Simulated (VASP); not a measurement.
# AgCl (F-43m) in VASP: further runs

The runs below take AgCl through single point, with PBE, r2SCAN.

Program: VASP 6.6.1. These are calculated values, not measurements. Logs are shortened: lines on timing, memory, paths and dates and some standing lists are left out, and cuts for length are marked.

### Step 1. The cell of the first run

Symmetry: F-43m, No. 216, cubic system. The conventional cell has a = 5.986 Å, b = 5.986 Å, c = 5.986 Å, α = 90.00°, β = 90.00°, γ = 90.00°. Ag (site symmetry -43m) has 4 Cl at 2.59 Å within 3.4 Å. Cl (site symmetry -43m) has 4 Ag at 2.59 Å within 3.4 Å.

### Step 2. Single point, PBE

Input file INCAR:

```
  ALGO = Normal
  EDIFF = 1E-7
  ENCUT = 520
  GGA = PE
  ISIF = 2
  ISMEAR = 0
  LASPH = True
  LCHARG = False
  LREAL = False
  LWAVE = False
  NBANDS = 16
  NELM = 100
  PREC = Accurate
  SIGMA = 0.01
```

Input file KPOINTS:

```
k-points
0
Gamma
  6 6 6
```

Input file POSCAR:

```
AgCl
1.0
    0.0000000000      2.9932461729      2.9932461729
    2.9932461729      0.0000000000      2.9932461729
    2.9932461729      2.9932461729      0.0000000000
Ag Cl
1 1
Direct
    0.0000000000      0.0000000000      0.0000000000
    0.2500000000      0.2500000000      0.2500000000
```

Potentials or basis: VASP PAW PBE potentials, release 64 (Ag, Cl).

Launch:

```bash
$ cat potpaw_PBE.64/Ag/POTCAR potpaw_PBE.64/Cl/POTCAR > POTCAR
$ mpirun -np 1 vasp_std > vasp.out
```

OUTCAR:

```text
EDIFF = 1E-7
   ENCUT = 520
   GGA = PE
   ISIF = 2
   ISMEAR = 0
   LASPH = True
   LREAL = False
   NELM = 100
   PREC = Accurate

 ion  position               nearest neighbor table
   1  0.000  0.000  0.000-   2 2.59   2 2.59   2 2.59   2 2.59
   2  0.250  0.250  0.250-   1 2.59   1 2.59   1 2.59   1 2.59

  LATTYP: Found a face centered cubic cell.
 ALAT       =     5.9864923458

  Lattice vectors:

 A1 = (   0.0000000000,   2.9932461729,   2.9932461729)
 A2 = (   2.9932461729,   0.0000000000,   2.9932461729)
 A3 = (   2.9932461729,   2.9932461729,   0.0000000000)

Analysis of symmetry for initial positions (statically):
=====================================================================
 Subroutine PRICEL returns:
 Original cell was already a primitive cell.

 Routine SETGRP: Setting up the symmetry group for a
 face centered cubic supercell.

 Subroutine GETGRP returns: Found 24 space group operations
 (whereof 24 operations were pure point group operations)
 out of a pool of 48 trial point group operations.

The static configuration has the point symmetry T_d .

Analysis of symmetry for dynamics (positions and initial velocities):
=====================================================================
 Subroutine PRICEL returns:
 Original cell was already a primitive cell.

 Routine SETGRP: Setting up the symmetry group for a
 face centered cubic supercell.

 Subroutine GETGRP returns: Found 24 space group operations
 (whereof 24 operations were pure point group operations)
 out of a pool of 48 trial point group operations.

The dynamic configuration has the point symmetry T_d .

 Subroutine INISYM returns: Found 24 space group operations
 (whereof 24 operations are pure point group operations),
 and found     1 'primitive' translations

----------------------------------------------------------------------------------------

                                     Primitive cell

  volume of cell :      53.6361

  direct lattice vectors                    reciprocal lattice vectors
     0.000000000  2.993246173  2.993246173    -0.167042726  0.167042726  0.167042726
     2.993246173  0.000000000  2.993246173     0.167042726 -0.167042726  0.167042726
     2.993246173  2.993246173  0.000000000     0.167042726  0.167042726 -0.167042726

  length of vectors
     4.233089333  4.233089333  4.233089333     0.289326488  0.289326488  0.289326488

  position of ions in fractional coordinates (direct lattice)
     0.000000000  0.000000000  0.000000000
     0.250000000  0.250000000  0.250000000

  ion indices of the primitive-cell ions
   primitive index   ion index
                 1           1
                 2           2

----------------------------------------------------------------------------------------

 KPOINTS: k-points

Automatic generation of k-mesh.
 Grid dimensions read from file:
 generate k-points for:    6    6    6

 Generating k-lattice:

  Cartesian coordinates                     Fractional coordinates (reciprocal lattice)
    -0.027840454  0.027840454  0.027840454     0.166666667  0.000000000  0.000000000
     0.027840454 -0.027840454  0.027840454     0.000000000  0.166666667  0.000000000
     0.027840454  0.027840454 -0.027840454     0.000000000  0.000000000  0.166666667

  Length of vectors
     0.048221081  0.048221081  0.048221081

  Shift w.r.t. Gamma in fractional coordinates (k-lattice)
     0.000000000  0.000000000  0.000000000

 Subroutine IBZKPT returns following result:
 ===========================================

 Found     16 irreducible k-points:

 Following reciprocal coordinates:
            Coordinates               Weight
  0.000000  0.000000  0.000000      1.000000
  0.166667  0.000000  0.000000      8.000000
  0.333333  0.000000  0.000000      8.000000
  0.500000  0.000000  0.000000      4.000000
  0.166667  0.166667  0.000000      6.000000
  0.333333  0.166667  0.000000     24.000000
[... 8 lines left out ...]
 -0.333333  0.333333  0.166667     24.000000
 -0.333333  0.500000  0.166667     12.000000
   k-points           NKPTS =     16   k-points in BZ     NKDIM =     16   number of bands    NBANDS=     16
   number of dos      NEDOS =    301   number of ions     NIONS =      2
   total plane-waves  NPLWV =  32768
   dimension x,y,z NGX =    32 NGY =   32 NGZ =   32
   dimension x,y,z NGXF=    64 NGYF=   64 NGZF=   64
   ions per type =               1   1
   NGX,Y,Z   is equivalent  to a cutoff of  12.57, 12.57, 12.57 a.u.
   NGXF,Y,Z  is equivalent  to a cutoff of  25.13, 25.13, 25.13 a.u.
 SYSTEM =  unknown system
   PREC   = accura    normal or accurate (medium, high low for compatibility)
   ISTART =      0    job   : 0-new  1-cont  2-samecut
   ICHARG =      2    charge: 1-file 2-atom 10-const
   ISPIN  =      1    spin polarized calculation?
   LNONCOLLINEAR =      F non collinear calculations
   LSORBIT =      F    spin-orbit coupling
   LASPH  =      T    aspherical Exc in radial PAW
   ENCUT  =  520.0 eV  38.22 Ry    6.18 a.u.   7.87  7.87  7.87*2*pi/ulx,y,z
   NELM   =    100;   NELMIN=  2; NELMDL= -5     # of ELM steps
   EDIFF  = 0.1E-06   stopping-criterion for ELM
   LREAL  =      F    real-space projection
   EDIFFG = 0.1E-05   stopping-criterion for IOM
   NSW    =      0    number of steps for IOM
   IBRION =     -1    ionic relax: 0-MD 1-quasi-New 2-CG
   NFREE  =      0    steps in history (QN), initial steepest desc. (CG)
   ISIF   =      2    stress and relaxation
   ISYM   =      2    0-nonsym 1-usesym 2-fastsym
   POTIM  = 0.5000    time-step for ionic-motion
   TEBEG  =    0.0;   TEEND  =   0.0 temperature during run
   PSTRESS=    0.0 pullay stress
   NELECT =      18.0000    total number of electrons
   NUPDOWN=      -1.0000    fix difference up-down
   EMIN   =  10.00;   EMAX   =-10.00  energy-range for DOS
   EFERMI =   0.00;   METHOD = LEGACY
   ISMEAR =     0;   SIGMA  =   0.01  broadening in eV -4-tet -1-fermi 0-gaus
   EFERMI_NEDOS =   21; number of points for ismear=-14 and -15
   IALGO  =     38    algorithm
   IMIX   =      4    mixing-type and parameters
     AMIX     =   0.40;   BMIX     =  1.00
     AMIX_MAG =   1.60;   BMIX_MAG =  1.00
  volume/ion in A,a.u.               =      26.82       180.98
  Fermi-wavevector in a.u.,A,eV,Ry     =   1.137662  2.149869 17.609676  1.294275
  Thomas-Fermi vector in A             =   2.274367
   LORBIT       =      0    0 simple, 1 ext, 2 COOP (PROOUT), +10 PAW based schemes
   GGA     = PE    functional components
   LHFCALC =     F    Hartree Fock is set to
   AEXX    =    0.0000 exact exchange contribution
   IVDW    =     0    specifies the selected vdW correction
   LEPSILON=     F    determine dielectric tensor
   LRPA    =     F    only Hartree local field effects (RPA)
 non-spin polarized calculation
 Gauss-broadening in eV      SIGMA  =   0.01
  energy-cutoff  :      520.00
  volume of cell :       53.64
 maximum number of plane-waves:      1464
   NGX = 15   NGY = 15   NGZ = 15

 number of electron      17.9999995 magnetization

 Free energy of the ion-electron system (eV)
  ---------------------------------------------------
  ext. energy  EPLUGINS =         0.00000000
  ---------------------------------------------------
  free energy    TOTEN  =        -5.44649809 eV

  energy without entropy =       -5.44649809  energy(sigma->0) =       -5.44649809

 E-fermi :   1.8228     XC(G=0):  -8.5420

 val. band max:        1.7625948489   @ k =   0.0000   0.0000   0.0000
 cond. band min:       3.0134927784   @ k =   0.0000   0.0000   0.0000
 fundamental gap:      1.2508979295
 Fermi energy:         1.8228272430

 k-point     1 :       0.0000    0.0000    0.0000
  band No.  band energies     occupation
      1     -13.1028      2.00000
      2      -2.3369      2.00000
      3      -2.3369      2.00000
      4      -2.3369      2.00000
      5      -0.3677      2.00000
      6      -0.3677      2.00000
[... 8 lines left out ...]
     15      14.3963      0.00000
     16      14.6253      0.00000

 k-point     2 :       0.1667    0.0000    0.0000
  band No.  band energies     occupation
      1     -13.0584      2.00000
      2      -2.4027      2.00000
      3      -2.2860      2.00000
      4      -2.2860      2.00000
      5      -0.3730      2.00000
      6      -0.3730      2.00000
[... 8 lines left out ...]
     15      13.6782      0.00000
     16      14.6918      0.00000

 k-point     3 :       0.3333    0.0000    0.0000
  band No.  band energies     occupation
      1     -12.9682      2.00000
      2      -2.4449      2.00000
      3      -2.1888      2.00000
      4      -2.1888      2.00000
      5      -0.3447      2.00000
      6      -0.3447      2.00000
[... 8 lines left out ...]
     15      13.9341      0.00000
     16      13.9341      0.00000

 k-point     4 :       0.5000    0.0000    0.0000
  band No.  band energies     occupation
      1     -12.9225      2.00000
      2      -2.4076      2.00000
      3      -2.1439      2.00000
      4      -2.1439      2.00000
      5      -0.3017      2.00000
      6      -0.3017      2.00000
[... 8 lines left out ...]
     15      15.1442      0.00000
     16      15.1442      0.00000
[... 172 lines left out ...]
 k-point    14 :       0.5000    0.3333    0.1667
  band No.  band energies     occupation
      1     -12.9093      2.00000
      2      -2.4604      2.00000
      3      -2.1182      2.00000
      4      -1.9953      2.00000
      5      -0.3996      2.00000
      6      -0.2980      2.00000
[... 8 lines left out ...]
     15      15.2337      0.00000
     16      15.4188      0.00000

 k-point    15 :      -0.3333    0.3333    0.1667
  band No.  band energies     occupation
      1     -12.8793      2.00000
      2      -2.3016      2.00000
      3      -2.1950      2.00000
      4      -1.9102      2.00000
      5      -0.4408      2.00000
      6      -0.2881      2.00000
[... 8 lines left out ...]
     15      14.6948      0.00000
     16      15.6089      0.00000

 k-point    16 :      -0.3333    0.5000    0.1667
  band No.  band energies     occupation
      1     -12.8647      2.00000
      2      -2.4754      2.00000
      3      -2.0157      2.00000
      4      -1.8135      2.00000
      5      -0.3702      2.00000
      6      -0.1790      2.00000
[... 8 lines left out ...]
     15      15.2867      0.00000
     16      15.3486      0.00000

------------------------ aborting loop because EDIFF is reached ----------------------------------------

  FORCE on cell =-STRESS in cart. coord.  units (eV):
  Direction    XX          YY          ZZ          XY          YZ          ZX
  --------------------------------------------------------------------------------------
  -------------------------------------------------------------------------------------
  Total        0.3615453      0.3615453      0.3615453     -0.0000000      0.0000000      0.0000000
  in kB       10.7998065     10.7998065     10.7998065     -0.0000000      0.0000000      0.0000000
  external PRESSURE =      10.7998065 kB  Pullay stress =       0.0000000 kB

 VOLUME and BASIS-vectors are now :
 -----------------------------------------------------------------------------
  energy-cutoff  :      520.00
  volume of cell :       53.64
      direct lattice vectors                 reciprocal lattice vectors
     0.000000000  2.993246173  2.993246173    -0.167042726  0.167042726  0.167042726
     2.993246173  0.000000000  2.993246173     0.167042726 -0.167042726  0.167042726
     2.993246173  2.993246173  0.000000000     0.167042726  0.167042726 -0.167042726

 POSITION                                       TOTAL-FORCE (eV/Angst)
 -----------------------------------------------------------------------------------
      0.00000      0.00000      0.00000        -0.000000     -0.000000     -0.000000
      1.49662      1.49662      1.49662         0.000000      0.000000      0.000000
 -----------------------------------------------------------------------------------
    total drift:                                0.000000      0.000000      0.000000

  FREE ENERGIE OF THE ION-ELECTRON SYSTEM (eV)
  ---------------------------------------------------
  free  energy   TOTEN  =        -5.4464980856 eV

  energy  without entropy=       -5.4464980856  energy(sigma->0) =       -5.44649809
```

Run time: 5.4 s. Hardware: 1 thread of Intel Xeon 6975P-C (Granite Rapids), shared host; peak memory 0.17 GiB.

Results:

```
Free energy            : -5.4465 eV
Pressure               : 1.1 GPa
Band gap on the k mesh : 1.25 eV, direct
```

Levels at points of the mesh, in eV from the valence-band top:
```tsv
k point	band 5	band 6	band 7	band 8	band 9	band 10	band 11	band 12	band 13	band 14
(0.00, 0.00, 0.00)	-2.13	-2.13	0.00	0.00	0.00	1.25	8.09	8.09	8.09	12.63
(0.50, 0.00, 0.00)	-2.06	-2.06	-1.97	-0.57	-0.57	3.75	6.70	8.44	8.44	11.94
(0.50, 0.50, 0.00)	-2.08	-1.98	-1.73	-1.35	-1.35	4.81	5.43	8.70	10.67	10.67
```

[end of part 1 of 2]
